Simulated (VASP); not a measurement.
# W in VASP: further runs

W is run at these levels: PBE; tasks: relaxation of shape and atoms at fixed volume.

Everything below comes from runs of VASP 6.6.1. Logs are shortened: lines on timing, memory, paths and dates and some standing lists are left out, and cuts for length are marked.

### Step 1. The cell of the first run

The typed cell holds 1 atom: a = 3.287 Å, b = 2.846 Å, c = 2.846 Å, α = 70.53°, β = 54.73°, γ = 54.74°.

### Step 2. Relaxation of shape and atoms at fixed volume, PBE (17.75 Å³/atom)

File INCAR:

```
PREC     = Accurate       # precision mode
ENCUT    = 500            # plane-wave cutoff, eV
EDIFF    = 1E-7           # SCF threshold, eV
ISMEAR   = 0              # smearing method
SIGMA    = 0.1            # smearing width, eV
LREAL    = False          # projectors in reciprocal space
LASPH    = True           # aspherical terms in the spheres
NELM     = 120            # most SCF steps
ALGO     = Normal         # electronic algorithm
ISIF     = 4              # what is computed and relaxed
LWAVE    = False          # write WAVECAR
LCHARG   = False          # write CHGCAR
GGA      = PE             # functional
IBRION   = 2              # ionic algorithm
NSW      = 50             # ionic steps
EDIFFG   = -0.01          # ionic threshold
GGA_COMPAT= False        
NELMIN   = 4
```

File KPOINTS:

```
regular mesh
0
Gamma
  24 24 24
```

File POSCAR:

```
W
1.0
    0.0000000000      2.3240106421      2.3238215270
    1.6432221194      0.0000000000      2.3238215270
    1.6432221194      2.3240106421      0.0000000000
W
1
Direct
    0.0000000000      0.0000000000      0.0000000000
```

Potentials or basis: VASP PAW PBE potentials, release 64 (W_sv).

Started as:

```console
cat potpaw_PBE.64/W_sv/POTCAR > POTCAR
mpirun -np 1 vasp_std > vasp.out
```

OUTCAR:

```text
PREC = Accurate
   ENCUT = 500
   EDIFF = 1E-7
   ISMEAR = 0
   LREAL = False
   LASPH = True
   NELM = 120
   ISIF = 4
   GGA = PE
   IBRION = 2
   NSW = 50
   EDIFFG = -0.01
   NELMIN = 4

 ion  position               nearest neighbor table
   1  0.000  0.000  0.000-

  LATTYP: Found a face centered orthorhombic cell.
 ALAT       =     3.2864442388
 B/A-ratio  =     1.4141858849
 C/A-ratio  =     1.4143009729

  Lattice vectors:

 A1 = (   0.0000000000,   2.3240106421,  -2.3238215270)
 A2 = (   1.6432221194,   2.3240106421,   0.0000000000)
 A3 = (   1.6432221194,   0.0000000000,  -2.3238215270)

Analysis of symmetry for initial positions (statically):
=====================================================================
 Subroutine PRICEL returns:
 Original cell was already a primitive cell.

 Routine SETGRP: Setting up the symmetry group for a
 face centered orthorhombic supercell.

 Subroutine GETGRP returns: Found  8 space group operations
 (whereof  8 operations were pure point group operations)
 out of a pool of  8 trial point group operations.

The static configuration has the point symmetry D_2h.

Analysis of symmetry for dynamics (positions and initial velocities):
=====================================================================
 Subroutine PRICEL returns:
 Original cell was already a primitive cell.

 Routine SETGRP: Setting up the symmetry group for a
 face centered orthorhombic supercell.

 Subroutine GETGRP returns: Found  8 space group operations
 (whereof  8 operations were pure point group operations)
 out of a pool of  8 trial point group operations.

The dynamic configuration has the point symmetry D_2h.

 Subroutine INISYM returns: Found  8 space group operations
 (whereof  8 operations are pure point group operations),
 and found     1 'primitive' translations

----------------------------------------------------------------------------------------

                                     Primitive cell

  volume of cell :      17.7487

  direct lattice vectors                    reciprocal lattice vectors
     0.000000000  2.324010642  2.323821527    -0.304280227  0.215145314  0.215162823
     1.643222119  0.000000000  2.323821527     0.304280227 -0.215145314  0.215162823
     1.643222119  2.324010642  0.000000000     0.304280227  0.215145314 -0.215162823

  length of vectors
     3.286513647  2.846107065  2.846261477     0.430312681  0.430312681  0.430312681

  position of ions in fractional coordinates (direct lattice)
     0.000000000  0.000000000  0.000000000

  ion indices of the primitive-cell ions
   primitive index   ion index
                 1           1

----------------------------------------------------------------------------------------

 KPOINTS: regular mesh

Automatic generation of k-mesh.
 Grid dimensions read from file:
 generate k-points for:   24   24   24

 Generating k-lattice:

  Cartesian coordinates                     Fractional coordinates (reciprocal lattice)
    -0.012678343  0.008964388  0.008965118     0.041666667  0.000000000  0.000000000
     0.012678343 -0.008964388  0.008965118     0.000000000  0.041666667 -0.000000000
     0.012678343  0.008964388 -0.008965118     0.000000000 -0.000000000  0.041666667

  Length of vectors
     0.017929695  0.017929695  0.017929695

  Shift w.r.t. Gamma in fractional coordinates (k-lattice)
     0.000000000  0.000000000  0.000000000

 Subroutine IBZKPT returns following result:
 ===========================================

 Found   1963 irreducible k-points:

 Following reciprocal coordinates:
            Coordinates               Weight
  0.000000  0.000000  0.000000      1.000000
  0.041667  0.000000 -0.000000      8.000000
  0.083333  0.000000 -0.000000      8.000000
  0.125000  0.000000  0.000000      8.000000
  0.166667  0.000000 -0.000000      8.000000
  0.208333  0.000000  0.000000      8.000000
[... 16 lines left out ...]
  0.416667  0.041667 -0.000000      8.000000
  0.458333  0.041667  0.000000      8.000000
 [... further k-points ...]
   k-points           NKPTS =   1963   k-points in BZ     NKDIM =   1963   number of bands    NBANDS=     11
   number of dos      NEDOS =    301   number of ions     NIONS =      1
   total plane-waves  NPLWV =  13824
   dimension x,y,z NGX =    24 NGY =   24 NGZ =   24
   dimension x,y,z NGXF=    48 NGYF=   48 NGZF=   48
   ions per type =               1
   NGX,Y,Z   is equivalent  to a cutoff of  12.14, 14.02, 14.02 a.u.
   NGXF,Y,Z  is equivalent  to a cutoff of  24.28, 28.04, 28.04 a.u.
 SYSTEM =  unknown system
   PREC   = accura    normal or accurate (medium, high low for compatibility)
   ISTART =      0    job   : 0-new  1-cont  2-samecut
   ICHARG =      2    charge: 1-file 2-atom 10-const
   ISPIN  =      1    spin polarized calculation?
   LNONCOLLINEAR =      F non collinear calculations
   LSORBIT =      F    spin-orbit coupling
   LASPH  =      T    aspherical Exc in radial PAW
   ENCUT  =  500.0 eV  36.75 Ry    6.06 a.u.   5.99  5.19  5.19*2*pi/ulx,y,z
   NELM   =    120;   NELMIN=  4; NELMDL= -5     # of ELM steps
   EDIFF  = 0.1E-06   stopping-criterion for ELM
   LREAL  =      F    real-space projection
   EDIFFG = -.1E-01   stopping-criterion for IOM
   NSW    =     50    number of steps for IOM
   IBRION =      2    ionic relax: 0-MD 1-quasi-New 2-CG
   NFREE  =      1    steps in history (QN), initial steepest desc. (CG)
   ISIF   =      4    stress and relaxation
   ISYM   =      2    0-nonsym 1-usesym 2-fastsym
   POTIM  = 0.5000    time-step for ionic-motion
   TEBEG  =    0.0;   TEEND  =   0.0 temperature during run
   PSTRESS=    0.0 pullay stress
   NELECT =      14.0000    total number of electrons
   NUPDOWN=      -1.0000    fix difference up-down
   EMIN   =  10.00;   EMAX   =-10.00  energy-range for DOS
   EFERMI =   0.00;   METHOD = LEGACY
   ISMEAR =     0;   SIGMA  =   0.10  broadening in eV -4-tet -1-fermi 0-gaus
   EFERMI_NEDOS =   21; number of points for ismear=-14 and -15
   IALGO  =     38    algorithm
   IMIX   =      4    mixing-type and parameters
     AMIX     =   0.40;   BMIX     =  1.00
     AMIX_MAG =   1.60;   BMIX_MAG =  1.00
  volume/ion in A,a.u.               =      17.75       119.77
  Fermi-wavevector in a.u.,A,eV,Ry     =   1.512615  2.858428 31.130194  2.288005
  Thomas-Fermi vector in A             =   2.622516
   LORBIT       =      0    0 simple, 1 ext, 2 COOP (PROOUT), +10 PAW based schemes
   GGA     = PE    functional components
   LHFCALC =     F    Hartree Fock is set to
   AEXX    =    0.0000 exact exchange contribution
   IVDW    =     0    specifies the selected vdW correction
   LEPSILON=     F    determine dielectric tensor
   LRPA    =     F    only Hartree local field effects (RPA)
 conjugate gradient relaxation of ions
 non-spin polarized calculation
 Gauss-broadening in eV      SIGMA  =   0.10
  energy-cutoff  :      500.00
  volume of cell :       17.75
 maximum number of plane-waves:       468
   NGX = 11   NGY = 11   NGZ = 11

 number of electron      14.0000001 magnetization

 Free energy of the ion-electron system (eV)
  ---------------------------------------------------
  ext. energy  EPLUGINS =         0.00000000
  ---------------------------------------------------
  free energy    TOTEN  =       -12.83203479 eV

  energy without entropy =      -12.83021579  energy(sigma->0) =      -12.83112529

 E-fermi :   9.8997     XC(G=0): -13.0122

 val. band max:        9.8813665867   @ k =   0.2083   0.0417   0.1667
 cond. band min:       9.9067461379   @ k =   0.1667   0.1667   0.0000
 fundamental gap:      0.0253795512
 Fermi energy:         9.8996657016

 k-point     1 :       0.0000    0.0000    0.0000
  band No.  band energies     occupation
      1     -64.4751      2.00000
      2     -28.1734      2.00000
      3     -28.1733      2.00000
      4     -28.1732      2.00000
      5       0.8760      2.00000
      6       8.8151      2.00000
      7       8.8155      2.00000
      8       8.8163      2.00000
      9      11.8671      0.00000
     10      11.8674      0.00000
     11      24.1214      0.00000

 k-point     2 :       0.0417    0.0000   -0.0000
  band No.  band energies     occupation
      1     -64.4737      2.00000
      2     -28.1892      2.00000
      3     -28.1784      2.00000
      4     -28.1733      2.00000
      5       0.9500      2.00000
      6       8.7721      2.00000
      7       8.8070      2.00000
      8       8.8854      2.00000
      9      11.7986      0.00000
     10      11.8681      0.00000
     11      24.1826      0.00000

 k-point     3 :       0.0833    0.0000   -0.0000
  band No.  band energies     occupation
      1     -64.4697      2.00000
      2     -28.2356      2.00000
      3     -28.1934      2.00000
      4     -28.1734      2.00000
      5       1.1680      2.00000
      6       8.6473      2.00000
      7       8.7731      2.00000
      8       9.0936      2.00000
      9      11.6246      0.00000
     10      11.8727      0.00000
     11      24.3452      0.00000

 k-point     4 :       0.1250    0.0000    0.0000
  band No.  band energies     occupation
      1     -64.4634      2.00000
      2     -28.3089      2.00000
      3     -28.2171      2.00000
      4     -28.1735      2.00000
      5       1.5185      2.00000
      6       8.4566      2.00000
      7       8.6950      2.00000
      8       9.4365      2.00000
      9      11.4250      0.00000
     10      11.8856      0.00000
     11      24.5447      0.00000

 k-point     5 :       0.1667    0.0000   -0.0000
  band No.  band energies     occupation
      1     -64.4551      2.00000
      2     -28.4033      2.00000
      3     -28.2479      2.00000
      4     -28.1737      2.00000
      5       1.9798      2.00000
      6       8.2207      2.00000
      7       8.5596      2.00000
      8       9.9071      0.91603
      9      11.2848      0.00000
     10      11.9128      0.00000
     11      24.6510      0.00000
[... 211 lines left out ...]
 k-point    21 :       0.3333    0.0417   -0.0000
  band No.  band energies     occupation
      1     -64.4191      2.00000
      2     -28.7930      2.00000
      3     -28.3786      2.00000
      4     -28.1808      2.00000
      5       3.8498      2.00000
      6       7.3460      2.00000
      7       8.2555      2.00000
      8      11.4606      0.00000
      9      12.2288      0.00000
     10      12.4558      0.00000
     11      22.8335      0.00000

 k-point    22 :       0.3750    0.0417   -0.0000
  band No.  band energies     occupation
      1     -64.4101      2.00000
      2     -28.8873      2.00000
      3     -28.4122      2.00000
      4     -28.1811      2.00000
      5       4.1491      2.00000
      6       7.1485      2.00000
      7       8.5730      2.00000
      8      11.6204      0.00000
      9      12.3334      0.00000
     10      13.2842      0.00000
     11      21.7285      0.00000

 k-point    23 :       0.4167    0.0417   -0.0000
  band No.  band energies     occupation
      1     -64.4027      2.00000
      2     -28.9634      2.00000
      3     -28.4396      2.00000
      4     -28.1813      2.00000
      5       4.2947      2.00000
      6       6.9936      2.00000
      7       9.0821      2.00000
      8      11.7298      0.00000
      9      12.4428      0.00000
     10      14.0739      0.00000
     11      20.6167      0.00000

 k-point    24 :       0.4583    0.0417    0.0000
  band No.  band energies     occupation
      1     -64.3975      2.00000
      2     -29.0167      2.00000
      3     -28.4588      2.00000
      4     -28.1815      2.00000
      5       4.3435      2.00000
      6       6.8872      2.00000
      7       9.6427      1.99972
      8      11.7461      0.00000
      9      12.5483      0.00000
     10      14.7250      0.00000
     11      19.7294      0.00000

 [... further k-points ...]

------------------------ aborting loop because EDIFF is reached ----------------------------------------

  FORCE on cell =-STRESS in cart. coord.  units (eV):
  Direction    XX          YY          ZZ          XY          YZ          ZX
  --------------------------------------------------------------------------------------
  -------------------------------------------------------------------------------------
  Total       -2.5963161     -2.5979135     -2.5959312      0.0000000      0.0000000      0.0000000
  in kB     -234.3694496   -234.5136469   -234.3347071      0.0000000      0.0000000      0.0000000
  external PRESSURE =    -234.4059345 kB  Pullay stress =       0.0000000 kB

 VOLUME and BASIS-vectors are now :
 -----------------------------------------------------------------------------
  energy-cutoff  :      500.00
  volume of cell :       17.75
      direct lattice vectors                 reciprocal lattice vectors
     0.000000000  2.324010642  2.323821527    -0.304280227  0.215145314  0.215162823
     1.643222119  0.000000000  2.323821527     0.304280227 -0.215145314  0.215162823
     1.643222119  2.324010642  0.000000000     0.304280227  0.215145314 -0.215162823

 POSITION                                       TOTAL-FORCE (eV/Angst)
 -----------------------------------------------------------------------------------
      0.00000      0.00000      0.00000         0.000000      0.000000      0.000000
 -----------------------------------------------------------------------------------
    total drift:                               -0.000000     -0.000000     -0.000000

  FREE ENERGIE OF THE ION-ELECTRON SYSTEM (eV)
  ---------------------------------------------------
  free  energy   TOTEN  =       -12.8320347908 eV

  energy  without entropy=      -12.8302157866  energy(sigma->0) =      -12.83112529

 reached required accuracy - stopping structural energy minimisation
```

It took 6.5 min on 1 thread of AMD EPYC 7R43 (Zen 3), shared host; peak memory 0.43 GiB.

Results:

| Property | Result |
| --- | --- |
| Free energy | -12.8320 eV |
| Pressure after relaxing | -23.4 GPa |
| Band gap on the k mesh | zero (bands 7 and 8 overlap by 5.45 eV) |

Final structure:
```
W
1.0
     0.00000    2.32401    2.32382
     1.64322    0.00000    2.32382
     1.64322    2.32401    0.00000
W
1
Direct
  0.00000 0.00000 0.00000
```

Caveat: spin-orbit coupling is left out, which moves the levels of the heavy elements.

### Step 3. Relaxation of shape and atoms at fixed volume, PBE (15.65 Å³/atom)

This run uses another cell than the first one, of 15.65 Å³/atom.

INCAR is that of step 2.

KPOINTS is that of step 2.

File POSCAR:

```
W
1.0
    0.0000000000      2.2285948820      2.2284135312
    1.5757571582      0.0000000000      2.2284135312
    1.5757571582      2.2285948820      0.0000000000
W
1
Direct
    0.0000000000      0.0000000000      0.0000000000
```

Potentials or basis: VASP PAW PBE potentials, release 64 (W_sv).

Started as:

```console
cat potpaw_PBE.64/W_sv/POTCAR > POTCAR
mpirun -np 1 vasp_std > vasp.out
```

OUTCAR:

```text
PREC = Accurate
   ENCUT = 500
   EDIFF = 1E-7
   ISMEAR = 0
   LREAL = False
   LASPH = True
   NELM = 120
   ISIF = 4
   GGA = PE
   IBRION = 2
   NSW = 50
   EDIFFG = -0.01
   NELMIN = 4

 ion  position               nearest neighbor table
   1  0.000  0.000  0.000-

  LATTYP: Found a face centered orthorhombic cell.
 ALAT       =     3.1515143164
 B/A-ratio  =     1.4141858849
 C/A-ratio  =     1.4143009730

[... 519 lines left out ...]
     10      17.4520      0.00000
     11      23.3156      0.00000

 [... further k-points ...]

------------------------ aborting loop because EDIFF is reached ----------------------------------------

  FORCE on cell =-STRESS in cart. coord.  units (eV):
  Direction    XX          YY          ZZ          XY          YZ          ZX
  --------------------------------------------------------------------------------------
  -------------------------------------------------------------------------------------
  Total        1.0224195      1.0204217      1.0230294      0.0000000      0.0000000      0.0000000
  in kB      104.6630765    104.4585661    104.7255180      0.0000000      0.0000000      0.0000000
  external PRESSURE =     104.6157202 kB  Pullay stress =       0.0000000 kB

 VOLUME and BASIS-vectors are now :
 -----------------------------------------------------------------------------
  energy-cutoff  :      500.00
  volume of cell :       15.65
      direct lattice vectors                 reciprocal lattice vectors
     0.000000000  2.228594882  2.228413531    -0.317307776  0.224356613  0.224374872
     1.575757158  0.000000000  2.228413531     0.317307776 -0.224356613  0.224374872
     1.575757158  2.228594882  0.000000000     0.317307776  0.224356613 -0.224374872

 POSITION                                       TOTAL-FORCE (eV/Angst)
 -----------------------------------------------------------------------------------
      0.00000      0.00000      0.00000         0.000000     -0.000000      0.000000
 -----------------------------------------------------------------------------------
    total drift:                               -0.000000     -0.000000     -0.000000

  FREE ENERGIE OF THE ION-ELECTRON SYSTEM (eV)
  ---------------------------------------------------
  free  energy   TOTEN  =       -12.9405618444 eV

  energy  without entropy=      -12.9386044241  energy(sigma->0) =      -12.93958313

 reached required accuracy - stopping structural energy minimisation
```

OSZICAR:

```text
N       E                     dE             d eps       ncg     rms          rms(c)
DAV:   1     0.749234281434E+02    0.74923E+02   -0.77452E+03 43362   0.141E+03
DAV:   2    -0.120400954298E+02   -0.86964E+02   -0.84015E+02 46333   0.328E+02
DAV:   3    -0.135399028614E+02   -0.14998E+01   -0.14864E+01 49417   0.427E+01
DAV:   4    -0.135475800050E+02   -0.76771E-02   -0.76764E-02 46409   0.335E+00
DAV:   5    -0.135476414575E+02   -0.61452E-04   -0.61453E-04 48662   0.302E-01    0.214E+01
DAV:   6    -0.130717643833E+02    0.47588E+00   -0.54821E-01 46258   0.998E+00    0.870E+00
DAV:   7    -0.129446911633E+02    0.12707E+00   -0.30002E-01 48296   0.692E+00    0.601E-01
DAV:   8    -0.129405528555E+02    0.41383E-02   -0.37417E-03 44584   0.923E-01    0.679E-02
DAV:   9    -0.129405647464E+02   -0.11891E-04   -0.78225E-05 50116   0.119E-01    0.492E-02
DAV:  10    -0.129405615979E+02    0.31484E-05   -0.14333E-05 46493   0.559E-02    0.869E-03
DAV:  11    -0.129405619984E+02   -0.40043E-06   -0.16581E-07 39258   0.539E-03    0.662E-04
DAV:  12    -0.129405618516E+02    0.14678E-06   -0.93875E-09 24056   0.124E-03    0.882E-05
DAV:  13    -0.129405618444E+02    0.71489E-08   -0.80226E-10 22556   0.423E-04
   1 F= -.12940562E+02 E0= -.12939583E+02  d E =-.129406E+02
```

CONTCAR:

```text
W
   1.00000000000000
     0.0000000000000000    2.2285948819999999    2.2284135312000002
     1.5757571582000001    0.0000000000000000    2.2284135312000002
     1.5757571582000001    2.2285948819999999    0.0000000000000000
  W
     1
Direct
     0.0000000000000000    0.0000000000000000    0.0000000000000000

  0.00000000E+00  0.00000000E+00  0.00000000E+00
```

Run time: 8.9 min. Hardware: 1 thread of Oxide Virtual Turin-like, shared host; peak memory 0.38 GiB.

Results:

| Property | Result |
| --- | --- |
| Free energy | -12.9406 eV |
| Pressure after relaxing | 10.5 GPa |
| Band gap on the k mesh | zero (bands 7 and 8 overlap by 6.51 eV) |

Final structure:
```yaml
crystal:
  lattice:
    - [0.00000, 2.22859, 2.22841]
    - [1.57576, 0.00000, 2.22841]
    - [1.57576, 2.22859, 0.00000]
  atoms:
    - { symbol: W, position: [0.00000, 0.00000, 0.00000] }
```

Caveat: spin-orbit coupling is left out, which moves the levels of the heavy elements.

The gap in the log of VASP goes by the Fermi energy; the results here count the filled bands.